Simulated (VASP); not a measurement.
# Si (a cell with a defect) in VASP: further runs

Runs on Si (a cell with a defect). Level: PBE+D3(BJ). Tasks: single point.

All numbers are computed with VASP 6.6.1; they aren't measurements. Logs are shortened: lines on timing, memory, paths and dates and some standing lists are left out, and cuts for length are marked.

### 1 The cell of the first run

The cell holds a defect, 63 atoms: a = 10.860 Å, b = 10.860 Å, c = 10.860 Å, α = 90.00°, β = 90.00°, γ = 90.00°.

### 2 Single point, PBE+D3(BJ), collinear spin

The input, INCAR:

```
PREC = Accurate ; ENCUT = 520
EDIFF = 1E-7 ; ISMEAR = 0
SIGMA = 0.02 ; LREAL = Auto
LASPH = True ; NELM = 150
ALGO = Normal ; ISIF = 2
LWAVE = False ; LCHARG = False
ISPIN = 2 ; MAGMOM = 0 0 0 0 0 0 0 0 0 0 0 0 0 0 0 0 0 0 0 0 0 0 0 0 0 0 0 0 0 1 0 0 0 0 0 0 0 0 0 0 0 0 0 0 0 0 0 0 0 0 0 0 0 0 0 0 0 0 0 0 0 0 0
LORBIT = 11 ; GGA = PE
IVDW = 12 ; NELECT = 251.0
NBANDS = 167 ; LUSENCCL = False
```

The input, KPOINTS:

```
regular mesh
0
Gamma
  1 1 1
```

The input, POSCAR:

```
Si
1.0
   10.8600000000      0.0000000000      0.0000000000
    0.0000000000     10.8600000000      0.0000000000
    0.0000000000      0.0000000000     10.8600000000
Si
63
Direct
    0.5018155377     -0.0015701212      0.0016383769
    0.6252649326      0.1255533818      0.1251055173
    0.7504982204      0.2503117142     -0.0001903302
    0.8739902681      0.3761298562      0.1243033492
    0.7467792065     -0.0024445761      0.2498279252
    0.8735029902      0.1247822046      0.3748967436
   -0.0009896427     -0.0004338628      0.0007121162
    0.1258939946      0.1236794673      0.1237446497
    0.2498698633      0.2503155633     -0.0000271894
    0.3753219751      0.3750062361      0.1243354512
    0.4996165630      0.5003670877     -0.0006594010
    0.6178071674      0.6282276697      0.1270962704
    0.7475633419      0.7501595171      0.0018399701
    0.8734937092      0.8743940407      0.1257617869
    0.2531573080     -0.0019957909      0.2517940187
    0.3751698853      0.1265016052      0.3751089286
    0.5001587917      0.2505650996      0.2495628577
    0.6253206368      0.3755626817      0.3739796123
    0.7474515135      0.5028545139      0.2491550888
    0.8734740958      0.6266114266      0.3734282670
    0.4992959415      0.0004179084      0.4995787459
    0.6261834320      0.1251259107      0.6242903541
    0.7503725744      0.2507994050      0.4994581824
    0.8751031407      0.3755710203      0.6247355510
    0.7504260397      0.0002648027      0.7498606938
    0.8750549445      0.1255108126      0.8747137295
   -0.0005972814      0.5005946191     -0.0003416217
    0.1244193985      0.6254881153      0.1245959039
    0.2532731185      0.7484672608      0.0022013517
    0.3784321848      0.8721697356      0.1283082765
    0.0012404270      0.2503234387      0.2494984484
    0.1256699685      0.3774402112      0.3754985200
    0.2533398724      0.5033185406      0.2478207962
    0.3786037219      0.6293000362      0.3717831385
    0.6163495593      0.8718495976      0.3713394435
   -0.0007532971      0.0005646366      0.4995171731
    0.1243306612      0.1255152054      0.6246481137
    0.2496740259      0.2510282762      0.4994329307
    0.3736023674      0.3762219783      0.6239478927
    0.5020965424      0.5025795436      0.4976840526
    0.6254628181      0.6259889688      0.6248655928
    0.7470830946      0.7506916771      0.4969669665
    0.8737777845      0.8758598466      0.6239084380
    0.2495084550      0.0003230435      0.7502773564
    0.3734659376      0.1248966974      0.8753897620
    0.5013892790      0.2502667909      0.7494569147
    0.6259941582      0.3754650411      0.8748354864
    0.7503634041      0.5004656785      0.7496053610
    0.8738927893      0.6251661945      0.8752020565
    0.0000059088      0.7504839526      0.2496060582
    0.1242550959      0.8755478596      0.3747695348
   -0.0010711756      0.5015340667      0.4986195926
    0.1257590824      0.6244819278      0.6228876727
    0.2530087257      0.7525983620      0.4974618493
    0.3750975483      0.8760744490      0.6257730473
    0.0003053317      0.2505416808      0.7497362680
    0.1244301593      0.3756109002      0.8748226428
    0.2498079081      0.5006258272      0.7493265025
    0.3752505833      0.6250560245      0.8738605293
    0.5001566140      0.7504898394      0.7496927600
    0.6253139220      0.8749360601      0.8746370039
    0.0012091037      0.7503207131      0.7495040338
    0.1255792715      0.8762860287      0.8766222848
```

Potentials or basis: VASP PAW PBE potentials, release 64 (Si).

Launch:

```sh
$ cat potpaw_PBE.64/Si/POTCAR > POTCAR
$ mpirun -np 1 vasp_gam > vasp.out
```

OUTCAR:

```text
PREC = Accurate
   ENCUT = 520
   EDIFF = 1E-7
   ISMEAR = 0
   LREAL = Auto
   LASPH = True
   NELM = 150
   ISIF = 2
   ISPIN = 2
   LORBIT = 11
   GGA = PE
   IVDW = 12
   NELECT = 251.0
 IVDW          = 12

 ion  position               nearest neighbor table
   1  0.502  0.998  0.002-  61 2.35   2 2.35  30 2.36  45 2.39
   2  0.625  0.126  0.125-   1 2.35   5 2.35  17 2.35   3 2.35
   3  0.750  0.250  1.000-   4 2.34  26 2.35  47 2.35   2 2.35
   4  0.874  0.376  0.124-   3 2.34  27 2.35  19 2.37  31 2.37
   5  0.747  0.998  0.250-  14 2.34   2 2.35  35 2.37   6 2.38
   6  0.874  0.125  0.375-  23 2.34  36 2.35  31 2.37   5 2.38
   7  0.999  1.000  0.001-  63 2.34   8 2.35  14 2.36  26 2.36
   8  0.126  0.124  0.124-   7 2.35   9 2.35  31 2.36  15 2.39
   9  0.250  0.250  1.000-  45 2.34   8 2.35  10 2.35  57 2.36
  10  0.375  0.375  0.124-  33 2.34  17 2.35   9 2.35  11 2.35
  11  0.500  0.500  0.999-  12 2.35  59 2.35  10 2.35  47 2.36
  12  0.618  0.628  0.127-  11 2.35  13 2.36  19 2.36
  13  0.748  0.750  0.002-  14 2.35  61 2.35  12 2.36  49 2.37
  14  0.873  0.874  0.126-   5 2.34  13 2.35  50 2.35   7 2.36
  15  0.253  0.998  0.252-  16 2.34  51 2.35  30 2.35   8 2.39
  16  0.375  0.127  0.375-  15 2.34  38 2.35  17 2.35  21 2.35
  17  0.500  0.251  0.250-  10 2.35   2 2.35  18 2.35  16 2.35
[... 44 lines left out ...]
  62  0.001  0.750  0.750-  53 2.36  63 2.37  49 2.37  43 2.37
  63  0.126  0.876  0.877-   7 2.34  44 2.35  62 2.37  29 2.39

  LATTYP: Found a simple cubic cell.
 ALAT       =    10.8600000000

  Lattice vectors:

 A1 = (  10.8600000000,   0.0000000000,   0.0000000000)
 A2 = (   0.0000000000,  10.8600000000,   0.0000000000)
 A3 = (   0.0000000000,   0.0000000000,  10.8600000000)

Analysis of symmetry for initial positions (statically):
=====================================================================
 Subroutine PRICEL returns:
 Original cell was already a primitive cell.

 Routine SETGRP: Setting up the symmetry group for a
 simple cubic supercell.

 Subroutine GETGRP returns: Found  1 space group operations
 (whereof  1 operations were pure point group operations)
 out of a pool of 48 trial point group operations.

The static configuration has the point symmetry C_1 .

Analysis of symmetry for dynamics (positions and initial velocities):
=====================================================================
 Subroutine PRICEL returns:
 Original cell was already a primitive cell.

 Routine SETGRP: Setting up the symmetry group for a
 simple cubic supercell.

 Subroutine GETGRP returns: Found  1 space group operations
 (whereof  1 operations were pure point group operations)
 out of a pool of 48 trial point group operations.

The dynamic configuration has the point symmetry C_1 .

Analysis of structural, dynamic, and magnetic symmetry:
=====================================================================
 Subroutine PRICEL returns:
 Original cell was already a primitive cell.

 Routine SETGRP: Setting up the symmetry group for a
 simple cubic supercell.

 Subroutine GETGRP returns: Found  1 space group operations
 (whereof  1 operations were pure point group operations)
 out of a pool of 48 trial point group operations.

The overall configuration has the point symmetry C_1 .

 Subroutine INISYM returns: Found  1 space group operations
 (whereof  1 operations are pure point group operations),
 and found     1 'primitive' translations

----------------------------------------------------------------------------------------

                                     Primitive cell

  volume of cell :    1280.8241

  direct lattice vectors                    reciprocal lattice vectors
    10.860000000  0.000000000  0.000000000     0.092081031  0.000000000  0.000000000
     0.000000000 10.860000000  0.000000000     0.000000000  0.092081031  0.000000000
     0.000000000  0.000000000 10.860000000     0.000000000  0.000000000  0.092081031
[... 180 lines left out ...]
   ENCUT  =  520.0 eV  38.22 Ry    6.18 a.u.  20.19 20.19 20.19*2*pi/ulx,y,z
   NELM   =    150;   NELMIN=  2; NELMDL= -5     # of ELM steps
   EDIFF  = 0.1E-06   stopping-criterion for ELM
   LREAL  =      T    real-space projection
   EDIFFG = 0.1E-05   stopping-criterion for IOM
   NSW    =      0    number of steps for IOM
   IBRION =     -1    ionic relax: 0-MD 1-quasi-New 2-CG
   NFREE  =      0    steps in history (QN), initial steepest desc. (CG)
   ISIF   =      2    stress and relaxation
   ISYM   =      2    0-nonsym 1-usesym 2-fastsym
   POTIM  = 0.5000    time-step for ionic-motion
   TEBEG  =    0.0;   TEEND  =   0.0 temperature during run
   PSTRESS=    0.0 pullay stress
   NELECT =     251.0000    total number of electrons
   NUPDOWN=      -1.0000    fix difference up-down
   EMIN   =  10.00;   EMAX   =-10.00  energy-range for DOS
   EFERMI =   0.00;   METHOD = LEGACY
   ISMEAR =     0;   SIGMA  =   0.02  broadening in eV -4-tet -1-fermi 0-gaus
   EFERMI_NEDOS =   21; number of points for ismear=-14 and -15
   IALGO  =     38    algorithm
   IMIX   =      4    mixing-type and parameters
     AMIX     =   0.40;   BMIX     =  1.00
     AMIX_MAG =   1.60;   BMIX_MAG =  1.00
  volume/ion in A,a.u.               =      20.33       137.20
  Fermi-wavevector in a.u.,A,eV,Ry     =   0.950903  1.796946 12.302614  0.904217
  Thomas-Fermi vector in A             =   2.079323
   LORBIT       =     11    0 simple, 1 ext, 2 COOP (PROOUT), +10 PAW based schemes
   GGA     = PE    functional components
   LHFCALC =     F    Hartree Fock is set to
   AEXX    =    0.0000 exact exchange contribution
   IVDW    =    12    specifies the selected vdW correction
   LEPSILON=     F    determine dielectric tensor
   LRPA    =     F    only Hartree local field effects (RPA)
 spin polarized calculation
 Gauss-broadening in eV      SIGMA  =   0.02
  energy-cutoff  :      520.00
  volume of cell :     1280.82
 maximum number of plane-waves:     17229
 NGX is ok and might be reduce to    84
   NGX = 41   NGY = 41   NGZ = 41

 number of electron     250.9999988 magnetization       1.0000098

 Free energy of the ion-electron system (eV)
  ---------------------------------------------------
  ext. energy  EPLUGINS =         0.00000000
  ---------------------------------------------------
  free energy    TOTEN  =      -338.24168843 eV

  energy without entropy =     -338.24164438  energy(sigma->0) =     -338.24166641

 E-fermi :   6.2155     XC(G=0):  -9.3178

 val. band max:        6.1683486443   @ k =   0.0000   0.0000   0.0000
 cond. band min:       6.2627377005   @ k =   0.0000   0.0000   0.0000
 fundamental gap:      0.0943890562
 Fermi energy:         6.2154704353

 spin component 1

 k-point     1 :       0.0000    0.0000    0.0000
  band No.  band energies     occupation
      1      -6.2048      1.00000
      2      -5.1571      1.00000
      3      -5.1547      1.00000
      4      -5.1475      1.00000
      5      -5.1470      1.00000
      6      -5.1455      1.00000
[... 129 lines left out ...]
    136       6.8809      0.00000
    137       6.9132      0.00000
 Fermi energy:         6.2154704353

 spin component 2

 k-point     1 :       0.0000    0.0000    0.0000
  band No.  band energies     occupation
      1      -6.1946      1.00000
      2      -5.1530      1.00000
      3      -5.1471      1.00000
      4      -5.1387      1.00000
      5      -5.1356      1.00000
      6      -5.1284      1.00000
[... 129 lines left out ...]
    136       6.8883      0.00000
    137       6.9294      0.00000
 [bands above 137 left out]

------------------------ aborting loop because EDIFF is reached ----------------------------------------

 Edisp (eV)  -19.96472

 E6    (eV) :   -11.6880

 E8    (eV) :    -8.2767

  FORCE on cell =-STRESS in cart. coord.  units (eV):
  Direction    XX          YY          ZZ          XY          YZ          ZX
  --------------------------------------------------------------------------------------
  -------------------------------------------------------------------------------------
  Total     -14.43048   -12.37974   -12.18377    -0.44068     3.86014    -0.42291
  in kB     -18.05102   -15.48576   -15.24063    -0.55124     4.82863    -0.52902
  external pressure =      -16.26 kB  Pullay stress =        0.00 kB

 VOLUME and BASIS-vectors are now :
 -----------------------------------------------------------------------------
  energy-cutoff  :      520.00
  volume of cell :     1280.82
      direct lattice vectors                 reciprocal lattice vectors
    10.860000000  0.000000000  0.000000000     0.092081031  0.000000000  0.000000000
     0.000000000 10.860000000  0.000000000     0.000000000  0.092081031  0.000000000
     0.000000000  0.000000000 10.860000000     0.000000000  0.000000000  0.092081031

 POSITION                                       TOTAL-FORCE (eV/Angst)
 -----------------------------------------------------------------------------------
      5.44972     10.84295      0.01779         0.005991     -0.002895      0.000942
      6.79038      1.36351      1.35865         0.001470     -0.003701     -0.001557
      8.15041      2.71839     10.85793        -0.001463      0.001904     -0.002400
      9.49153      4.08477      1.34993        -0.001050     -0.000941      0.007822
      8.11002     10.83345      2.71313        -0.004441     -0.001697      0.003137
      9.48624      1.35513      4.07138         0.001171     -0.001351      0.000794
[... 55 lines left out ...]
      0.01313      8.14848      8.13961         0.000308     -0.004722     -0.002953
      1.36379      9.51647      9.52012         0.002987      0.002401     -0.000007
 -----------------------------------------------------------------------------------
    total drift:                               -0.012379      0.041688     -0.026686

  FREE ENERGIE OF THE ION-ELECTRON SYSTEM (eV)
  ---------------------------------------------------
  free  energy   TOTEN  =      -358.2064119082 eV

  energy  without entropy=     -358.2063678595  energy(sigma->0) =     -358.20638988

 total charge

# of ion       s       p       d       tot
------------------------------------------
    1        0.742   0.941   0.000   1.683
    2        0.739   0.959   0.000   1.698
    3        0.738   0.958   0.000   1.696
    4        0.744   0.941   0.000   1.685
    5        0.742   0.938   0.000   1.680
    6        0.744   0.939   0.000   1.683
[... 55 lines left out ...]
   62        0.748   0.931   0.000   1.679
   63        0.745   0.937   0.000   1.682
--------------------------------------------------
tot         46.825  59.431   0.000 106.256

 magnetization (x)

# of ion       s       p       d       tot
------------------------------------------
    1        0.000   0.001   0.000   0.001
    2        0.001  -0.000   0.000   0.001
    3       -0.000   0.000   0.000   0.000
    4        0.001   0.008   0.000   0.009
    5       -0.000   0.001   0.000   0.001
    6        0.001   0.006   0.000   0.007
[... 55 lines left out ...]
   62       -0.000   0.004   0.000   0.004
   63        0.000   0.001   0.000   0.001
--------------------------------------------------
tot          0.071   0.315   0.000   0.386
```

Wall time 2.1 min (1 × NVIDIA H100 80GB with 1 thread of AMD EPYC 7R13 (Zen 3), shared host); peak memory 1.9 GiB.

What came out:

| Item | Value |
| --- | --- |
| Free energy | -358.2064 eV |
| Largest force | 0.017 eV/Å |
| Net moment | 1.00 μB per cell |
| Site moments | Si +0.00, +0.01, -0.00, +0.02, +0.13, +0.11 (each value once) μB |
| Valence electrons inside the program's atomic spheres | Si 1.68, 1.70, 1.69, 1.64, 1.62, 1.63 (each value once) |
| Dispersion energy per atom | -0.317 eV |

Forces on the atoms (eV/Å):
```
Si   0.006 -0.003  0.001
Si   0.001 -0.004 -0.002
Si  -0.001  0.002 -0.002
Si  -0.001 -0.001  0.008
Si  -0.004 -0.002  0.003
Si   0.001 -0.001  0.001
Si   0.002 -0.006  0.000
Si   0.003 -0.003  0.007
Si  -0.003 -0.001  0.001
Si  -0.002 -0.003  0.001
Si  -0.002 -0.006  0.001
Si   0.002  0.000 -0.001
Si   0.000  0.001  0.000
Si   0.002 -0.001  0.000
Si  -0.002  0.001  0.000
Si  -0.001  0.002  0.002
Si   0.001  0.001  0.005
Si   0.002 -0.002  0.003
Si   0.000  0.000  0.001
Si   0.000  0.000  0.004
Si  -0.007 -0.007 -0.002
Si   0.001  0.000 -0.003
Si   0.000 -0.005  0.001
Si  -0.005 -0.003 -0.003
Si   0.002  0.005 -0.006
Si   0.002 -0.004  0.000
Si   0.001 -0.002 -0.001
Si   0.000 -0.002  0.003
Si   0.000 -0.002  0.000
Si   0.003  0.012 -0.002
Si  -0.002 -0.003 -0.001
Si   0.001 -0.001  0.001
Si   0.004 -0.002 -0.005
Si  -0.014  0.006  0.001
Si   0.003  0.012  0.012
Si  -0.002 -0.005  0.000
Si   0.001  0.001 -0.005
Si   0.000  0.000  0.003
Si   0.000  0.004  0.001
Si   0.001 -0.004 -0.003
Si  -0.002  0.002  0.000
Si  -0.005 -0.003 -0.008
Si  -0.001  0.004  0.002
Si   0.003  0.002  0.001
Si  -0.003  0.000  0.004
Si   0.001 -0.008 -0.002
Si  -0.005  0.002 -0.003
Si   0.008  0.001  0.002
Si  -0.001  0.004  0.001
Si   0.003  0.007  0.001
Si  -0.002  0.004  0.002
Si   0.005 -0.003  0.000
Si   0.001  0.005 -0.003
Si   0.002  0.004  0.000
Si  -0.002  0.005  0.000
Si   0.004 -0.003 -0.005
Si  -0.001 -0.002 -0.002
Si  -0.002 -0.001 -0.005
Si   0.002  0.003 -0.004
Si   0.003  0.004 -0.004
Si  -0.005  0.002  0.004
Si   0.000 -0.005 -0.003
Si   0.003  0.002  0.000
```

Caveat: the k points lie up to 0.58 Å⁻¹ apart; the cell carries a net charge on a neutralising background, which shifts energy and pressure; the cell is charged against a uniform background, so pressure and absolute levels hang on convention.

(Continued in part 2 of 3.)
